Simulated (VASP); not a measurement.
# MgI2 (Fm-3m) in VASP: further runs

Aim: see how the results for MgI2 move with the level of theory and the settings. Levels: r2SCAN50, PBE-based screened hybrid with 75 % exact exchange. Tasks: single point.

Everything below comes from runs of VASP 6.6.1. Logs are shortened: lines on timing, memory, paths and dates and some standing lists are left out, and cuts for length are marked.

## (1) The cell of the first run

It takes space group Fm-3m (No. 225, cubic). The conventional cell has a = 7.511 Å, b = 7.511 Å, c = 7.511 Å, α = 90.00°, β = 90.00°, γ = 90.00°. Mg (site symmetry m-3m) has 8 I at 3.25 Å within 4.3 Å. Within 4.3 Å of I (site symmetry -43m) lie 4 Mg at 3.25 Å and 6 I at 3.76 Å.

## (2) Single point, r2SCAN50

File POSCAR:

```
MgI2
1.0
    0.0000000000      3.7557205847      3.7557205847
    3.7557205847      0.0000000000      3.7557205847
    3.7557205847      3.7557205847      0.0000000000
Mg I
1 2
Direct
    0.0000000000      0.0000000000      0.0000000000
    0.2500000000      0.2500000000      0.2500000000
    0.7500000000      0.7500000000      0.7500000000
```

File INCAR.step1:

```
SYSTEM = MgI2
PREC = Accurate
ENCUT = 520
EDIFF = 1E-5
ISMEAR = 0
SIGMA = 0.01
LREAL = .FALSE.
LASPH = .TRUE.
NELM = 100
ALGO = Normal
ISIF = 2
LWAVE = .TRUE.
LCHARG = .FALSE.
GGA = PE
NBANDS = 15
```

File INCAR.step2:

```
SYSTEM = MgI2
PREC = Accurate
ENCUT = 520
EDIFF = 1E-6
ISMEAR = 0
SIGMA = 0.01
LREAL = .FALSE.
LASPH = .TRUE.
NELM = 100
ALGO = Normal
ISIF = 2
LWAVE = .FALSE.
LCHARG = .FALSE.
METAGGA = R2SCAN
LHFCALC = .TRUE.
AEXX = 0.5
LMIXTAU = .TRUE.
PRECFOCK = Normal
ISTART = 1
NBANDS = 15
```

File KPOINTS:

```
regular mesh
0
G
  4 4 4
  0 0 0
```

Potentials or basis: VASP PAW PBE potentials, release 64 (Mg, I).

Run with:

```
> cat potpaw_PBE.64/Mg/POTCAR potpaw_PBE.64/I/POTCAR > POTCAR
> cp INCAR.step1 INCAR
> mpirun -np 1 vasp_std > vasp.out
> cp INCAR.step2 INCAR
> mpirun -np 1 vasp_std > vasp.out
```

OUTCAR:

```text
SYSTEM = MgI2
   PREC = Accurate
   ENCUT = 520
   EDIFF = 1E-6
   ISMEAR = 0
   LREAL = .FALSE.
   LASPH = .TRUE.
   NELM = 100
   ISIF = 2
   METAGGA = R2SCAN
   LHFCALC = .TRUE.
   AEXX = 0.5
   PRECFOCK = Normal
   ISTART = 1

 ion  position               nearest neighbor table
   1  0.000  0.000  0.000-   3 3.25   3 3.25   3 3.25   2 3.25   2 3.25   2 3.25   3 3.25   2 3.25

   2  0.250  0.250  0.250-   1 3.25   1 3.25   1 3.25   1 3.25
   3  0.750  0.750  0.750-   1 3.25   1 3.25   1 3.25   1 3.25

  LATTYP: Found a face centered cubic cell.
 ALAT       =     7.5114411694

  Lattice vectors:

 A1 = (   0.0000000000,   3.7557205847,   3.7557205847)
 A2 = (   3.7557205847,   0.0000000000,   3.7557205847)
 A3 = (   3.7557205847,   3.7557205847,   0.0000000000)

Analysis of symmetry for initial positions (statically):
=====================================================================
 Subroutine PRICEL returns:
 Original cell was already a primitive cell.

 Routine SETGRP: Setting up the symmetry group for a
 face centered cubic supercell.

 Subroutine GETGRP returns: Found 48 space group operations
 (whereof 48 operations were pure point group operations)
 out of a pool of 48 trial point group operations.

The static configuration has the point symmetry O_h .

Analysis of symmetry for dynamics (positions and initial velocities):
=====================================================================
 Subroutine PRICEL returns:
 Original cell was already a primitive cell.

 Routine SETGRP: Setting up the symmetry group for a
 face centered cubic supercell.

 Subroutine GETGRP returns: Found 48 space group operations
 (whereof 48 operations were pure point group operations)
 out of a pool of 48 trial point group operations.

The dynamic configuration has the point symmetry O_h .

 Subroutine INISYM returns: Found 48 space group operations
 (whereof 48 operations are pure point group operations),
 and found     1 'primitive' translations

----------------------------------------------------------------------------------------

                                     Primitive cell

  volume of cell :     105.9522

  direct lattice vectors                    reciprocal lattice vectors
     0.000000000  3.755720585  3.755720585    -0.133130245  0.133130245  0.133130245
     3.755720585  0.000000000  3.755720585     0.133130245 -0.133130245  0.133130245
     3.755720585  3.755720585  0.000000000     0.133130245  0.133130245 -0.133130245

  length of vectors
     5.311390987  5.311390987  5.311390987     0.230588348  0.230588348  0.230588348

  position of ions in fractional coordinates (direct lattice)
     0.000000000  0.000000000  0.000000000
     0.250000000  0.250000000  0.250000000
     0.750000000  0.750000000  0.750000000

  ion indices of the primitive-cell ions
   primitive index   ion index
                 1           1
                 2           2
                 3           3

----------------------------------------------------------------------------------------

 KPOINTS: regular mesh

Automatic generation of k-mesh.
 Grid dimensions read from file:
 generate k-points for:    4    4    4

 Generating k-lattice:

  Cartesian coordinates                     Fractional coordinates (reciprocal lattice)
    -0.033282561  0.033282561  0.033282561     0.250000000  0.000000000  0.000000000
     0.033282561 -0.033282561  0.033282561     0.000000000  0.250000000  0.000000000
     0.033282561  0.033282561 -0.033282561     0.000000000  0.000000000  0.250000000

  Length of vectors
     0.057647087  0.057647087  0.057647087

  Shift w.r.t. Gamma in fractional coordinates (k-lattice)
     0.000000000  0.000000000  0.000000000

 Subroutine IBZKPT returns following result:
 ===========================================

 Found      8 irreducible k-points:

 Following reciprocal coordinates:
            Coordinates               Weight
  0.000000  0.000000  0.000000      1.000000
  0.250000  0.000000  0.000000      8.000000
  0.500000  0.000000  0.000000      4.000000
  0.250000  0.250000  0.000000      6.000000
  0.500000  0.250000  0.000000     24.000000
 -0.250000  0.250000  0.000000     12.000000
  0.500000  0.500000  0.000000      3.000000
 -0.250000  0.500000  0.250000      6.000000
   k-points           NKPTS =      8   k-points in BZ     NKDIM =     64   number of bands    NBANDS=     15
   number of dos      NEDOS =    301   number of ions     NIONS =      3
   total plane-waves  NPLWV =  64000
   dimension x,y,z NGX =    40 NGY =   40 NGZ =   40
   dimension x,y,z NGXF=    80 NGYF=   80 NGZF=   80
   ions per type =               1   2
   NGX,Y,Z   is equivalent  to a cutoff of  12.52, 12.52, 12.52 a.u.
   NGXF,Y,Z  is equivalent  to a cutoff of  25.04, 25.04, 25.04 a.u.
 SYSTEM =  MgI2
   PREC   = accura    normal or accurate (medium, high low for compatibility)
   ISTART =      1    job   : 0-new  1-cont  2-samecut
   ICHARG =      0    charge: 1-file 2-atom 10-const
   ISPIN  =      1    spin polarized calculation?
   LNONCOLLINEAR =      F non collinear calculations
   LSORBIT =      F    spin-orbit coupling
   LASPH  =      T    aspherical Exc in radial PAW
   ENCUT  =  520.0 eV  38.22 Ry    6.18 a.u.   9.88  9.88  9.88*2*pi/ulx,y,z
   NELM   =    100;   NELMIN=  2; NELMDL=  0     # of ELM steps
   EDIFF  = 0.1E-05   stopping-criterion for ELM
   LREAL  =      F    real-space projection
   EDIFFG = 0.1E-04   stopping-criterion for IOM
   NSW    =      0    number of steps for IOM
   IBRION =     -1    ionic relax: 0-MD 1-quasi-New 2-CG
   NFREE  =      0    steps in history (QN), initial steepest desc. (CG)
   ISIF   =      2    stress and relaxation
   ISYM   =      3    0-nonsym 1-usesym 2-fastsym
   POTIM  = 0.5000    time-step for ionic-motion
   TEBEG  =    0.0;   TEEND  =   0.0 temperature during run
   PSTRESS=    0.0 pullay stress
   NELECT =      16.0000    total number of electrons
   NUPDOWN=      -1.0000    fix difference up-down
   EMIN   =  10.00;   EMAX   =-10.00  energy-range for DOS
   EFERMI =   0.00;   METHOD = LEGACY
   ISMEAR =     0;   SIGMA  =   0.01  broadening in eV -4-tet -1-fermi 0-gaus
   EFERMI_NEDOS =   21; number of points for ismear=-14 and -15
   IALGO  =     38    algorithm
   IMIX   =      1    mixing-type and parameters
     AMIX     =   0.40;   BMIX     =  1.00
     AMIX_MAG =   1.60;   BMIX_MAG =  1.00
  volume/ion in A,a.u.               =      35.32       238.33
  Fermi-wavevector in a.u.,A,eV,Ry     =   0.871789  1.647443 10.340654  0.760017
  Thomas-Fermi vector in A             =   1.990947
   LORBIT       =      0    0 simple, 1 ext, 2 COOP (PROOUT), +10 PAW based schemes
   METAGGA = R2SCAN    functional components
   LHFCALC =     T    Hartree Fock is set to
   PRECFOCK=normal    Normal, Fast or Accurate (Low or Medium for compatibility)
   ENCUT4O =  -1.0   cutoff for four orbital integrals eV
   NKREDX  =     1    reduce k-point grid by
   NKREDY  =     1    reduce k-point grid by
   NKREDZ  =     1    reduce k-point grid by
   AEXX    =    0.5000 exact exchange contribution
   HFSCREEN=    0.0000 screening length (either q_TF or 0.3 A-1)
   HFSCREENC=   0.0000 screening length for correlation (either q_TF or 0.3 A-1)
   ENCUTFOCK=  -1.0 apply spherical cutoff to Coloumb kernel
   IVDW    =     0    specifies the selected vdW correction
   LEPSILON=     F    determine dielectric tensor
   LRPA    =     F    only Hartree local field effects (RPA)
 non-spin polarized calculation
 Gauss-broadening in eV      SIGMA  =   0.01
  energy-cutoff  :      520.00
  volume of cell :      105.95
 maximum number of plane-waves:      2884
  NGX = 30; NGY = 30; NGZ = 30

 number of electron      16.0000001 magnetization

 Free energy of the ion-electron system (eV)
  ---------------------------------------------------
  ext. energy  EPLUGINS =         0.00000000
  ---------------------------------------------------
  free energy    TOTEN  =       -35.57376754 eV

  energy without entropy =      -35.57376754  energy(sigma->0) =      -35.57376754

 E-fermi :   1.3947     XC(G=0):  -4.8536

 val. band max:        1.3508902032   @ k =   0.5000   0.5000   0.0000
 cond. band min:       5.1247765266   @ k =   0.0000   0.0000   0.0000
 fundamental gap:      3.7738863234
 Fermi energy:         1.3946970293

 k-point     1 :       0.0000    0.0000    0.0000
  band No.  band energies     occupation
      1     -14.0777      2.00000
      2     -12.1399      2.00000
      3      -2.1879      2.00000
      4      -2.1879      2.00000
      5      -2.1879      2.00000
      6       0.0316      2.00000
      7       0.0316      2.00000
      8       0.0316      2.00000
      9       5.1248      0.00000
     10       7.6269      0.00000
     11       7.6269      0.00000
     12       7.6269      0.00000
     13       9.8671      0.00000
     14       9.8671      0.00000
     15      11.0918      0.00000

 k-point     2 :       0.2500    0.0000    0.0000
  band No.  band energies     occupation
      1     -13.8085      2.00000
      2     -12.4373      2.00000
      3      -2.2976      2.00000
      4      -2.0444      2.00000
      5      -2.0444      2.00000
      6      -0.9999      2.00000
      7      -0.5405      2.00000
      8      -0.5405      2.00000
      9       6.5203      0.00000
     10       8.3982      0.00000
     11       8.3982      0.00000
     12       8.4579      0.00000
     13      11.1366      0.00000
     14      11.1366      0.00000
     15      12.5230      0.00000
[... 77 lines left out ...]
      3      -4.3893      2.00000
      4      -3.1352      2.00000
      5      -3.1352      2.00000
      6       0.7516      2.00000
      7       0.7516      2.00000
      8       1.3509      2.00000
      9       5.4673      0.00000
     10       8.7996      0.00000
     11      11.3033      0.00000
     12      11.5193      0.00000
     13      11.5193      0.00000
     14      11.7793      0.00000
     15      12.2257      0.00000

 k-point     8 :      -0.2500    0.5000    0.2500
  band No.  band energies     occupation
      1     -13.0739      2.00000
      2     -13.0739      2.00000
      3      -4.1373      2.00000
      4      -3.5132      2.00000
      5      -1.5268      2.00000
      6      -1.5268      2.00000
      7       0.9510      2.00000
      8       1.1202      2.00000
      9       6.5319      0.00000
     10       8.6491      0.00000
     11      10.2982      0.00000
     12      10.2982      0.00000
     13      12.5842      0.00000
     14      12.9398      0.00000
     15      12.9398      0.00000

------------------------ aborting loop because EDIFF is reached ----------------------------------------

  FORCE on cell =-STRESS in cart. coord.  units (eV):
  Direction    XX          YY          ZZ          XY          YZ          ZX
  --------------------------------------------------------------------------------------
  -------------------------------------------------------------------------------------
  Total       -0.7389270     -0.7389270     -0.7389270     -0.0000000      0.0000000     -0.0000000
  in kB      -11.1738358    -11.1738358    -11.1738358     -0.0000000      0.0000000     -0.0000000
  external PRESSURE =     -11.1738358 kB  Pullay stress =       0.0000000 kB

 VOLUME and BASIS-vectors are now :
 -----------------------------------------------------------------------------
  energy-cutoff  :      520.00
  volume of cell :      105.95
      direct lattice vectors                 reciprocal lattice vectors
     0.000000000  3.755720585  3.755720585    -0.133130245  0.133130245  0.133130245
     3.755720585  0.000000000  3.755720585     0.133130245 -0.133130245  0.133130245
     3.755720585  3.755720585  0.000000000     0.133130245  0.133130245 -0.133130245

 POSITION                                       TOTAL-FORCE (eV/Angst)
 -----------------------------------------------------------------------------------
      0.00000      0.00000      0.00000        -0.000000      0.000000      0.000000
      1.87786      1.87786      1.87786         0.000000      0.000000     -0.000000
      5.63358      5.63358      5.63358        -0.000000     -0.000000     -0.000000
 -----------------------------------------------------------------------------------
    total drift:                                0.000000      0.000000      0.000000

  FREE ENERGIE OF THE ION-ELECTRON SYSTEM (eV)
  ---------------------------------------------------
  free  energy   TOTEN  =       -35.5737675419 eV

  energy  without entropy=      -35.5737675419  energy(sigma->0) =      -35.57376754
```

Run time: 15 min. Hardware: 1 thread of Intel Xeon Platinum 8259CL at 2.50GHz (Skylake/Cascade Lake), shared host; peak memory 0.3 GiB.

What came out:

| Item | Value |
| --- | --- |
| Free energy | -35.5738 eV |
| Pressure | -1.1 GPa |
| Band gap on the k mesh | 3.77 eV (least direct gap 4.12 eV) |

Caveat: the PAW data sets were made with another functional, which shifts forces and pressure a little; spin-orbit coupling is left out, which moves the levels of the heavy elements.

## (3) Single point, PBE-based screened hybrid with 75 % exact exchange

POSCAR is that of step 2.

File INCAR.step1:

```
SYSTEM = MgI2
ALGO = Normal
EDIFF = 1E-5
ENCUT = 520
GGA = PE
ISIF = 2
ISMEAR = 0
LASPH = .TRUE.
LREAL = .FALSE.
LWAVE = .TRUE.
NBANDS = 15
NELM = 60
PREC = Accurate
SIGMA = 0.01
```

File INCAR.step2:

```
SYSTEM = MgI2
AEXX = 0.75
ALGO = Normal
EDIFF = 1E-6
ENCUT = 520
GGA = PE
HFSCREEN = 0.5
ISIF = 2
ISMEAR = 0
ISTART = 1
LASPH = .TRUE.
LCHARG = .TRUE.
LELF = .TRUE.
LHFCALC = .TRUE.
LREAL = .FALSE.
LVHAR = .TRUE.
LWAVE = .FALSE.
NBANDS = 15
NELM = 60
PREC = Accurate
PRECFOCK = Normal
SIGMA = 0.01
```

File KPOINTS:

```
k-points
0
G
  4 4 4
  0 0 0
```

Potentials or basis: VASP PAW PBE potentials, release 64 (Mg, I).

Run with:

```
> cat potpaw_PBE.64/Mg/POTCAR potpaw_PBE.64/I/POTCAR > POTCAR
> cp INCAR.step1 INCAR
> mpirun -np 1 vasp_std > vasp.out
> cp INCAR.step2 INCAR
> mpirun -np 1 vasp_std > vasp.out
```

OUTCAR:

```text
SYSTEM = MgI2
   AEXX = 0.75
   EDIFF = 1E-6
   ENCUT = 520
   GGA = PE
   HFSCREEN = 0.5
   ISIF = 2
   ISMEAR = 0
   ISTART = 1
   LASPH = .TRUE.
   LHFCALC = .TRUE.
   LREAL = .FALSE.
   NELM = 60
   PREC = Accurate
   PRECFOCK = Normal

 ion  position               nearest neighbor table
   1  0.000  0.000  0.000-   3 3.25   3 3.25   3 3.25   2 3.25   2 3.25   2 3.25   3 3.25   2 3.25

[... 330 lines left out ...]
------------------------ aborting loop because EDIFF is reached ----------------------------------------

  FORCE on cell =-STRESS in cart. coord.  units (eV):
  Direction    XX          YY          ZZ          XY          YZ          ZX
  --------------------------------------------------------------------------------------
  -------------------------------------------------------------------------------------
  Total       -0.7805482     -0.7805482     -0.7805482     -0.0000000      0.0000000     -0.0000000
  in kB      -11.8032198    -11.8032198    -11.8032198     -0.0000000      0.0000000     -0.0000000
  external PRESSURE =     -11.8032198 kB  Pullay stress =       0.0000000 kB

 VOLUME and BASIS-vectors are now :
 -----------------------------------------------------------------------------
  energy-cutoff  :      520.00
  volume of cell :      105.95
      direct lattice vectors                 reciprocal lattice vectors
     0.000000000  3.755720585  3.755720585    -0.133130245  0.133130245  0.133130245
     3.755720585  0.000000000  3.755720585     0.133130245 -0.133130245  0.133130245
     3.755720585  3.755720585  0.000000000     0.133130245  0.133130245 -0.133130245

 POSITION                                       TOTAL-FORCE (eV/Angst)
 -----------------------------------------------------------------------------------
      0.00000      0.00000      0.00000         0.000000     -0.000000      0.000000
      1.87786      1.87786      1.87786        -0.000000     -0.000000      0.000000
      5.63358      5.63358      5.63358         0.000000      0.000000     -0.000000
 -----------------------------------------------------------------------------------
    total drift:                                0.000000      0.000000      0.000000

  FREE ENERGIE OF THE ION-ELECTRON SYSTEM (eV)
  ---------------------------------------------------
  free  energy   TOTEN  =        -8.8657827779 eV

  energy  without entropy=       -8.8657827779  energy(sigma->0) =       -8.86578278
```

Run time: 15 min. Hardware: 1 thread of Intel Xeon Platinum 8259CL at 2.50GHz (Skylake/Cascade Lake), shared host; peak memory 0.36 GiB.

What came out:

| Quantity | Value |
| --- | --- |
| Free energy | -8.8658 eV |
| Pressure | -1.2 GPa |
| Band gap on the k mesh | 1.77 eV (least direct gap 2.07 eV) |

Caveat: the PAW data sets were made with another functional, which shifts forces and pressure a little; spin-orbit coupling is left out, which moves the levels of the heavy elements. A k mesh can miss the band edges.
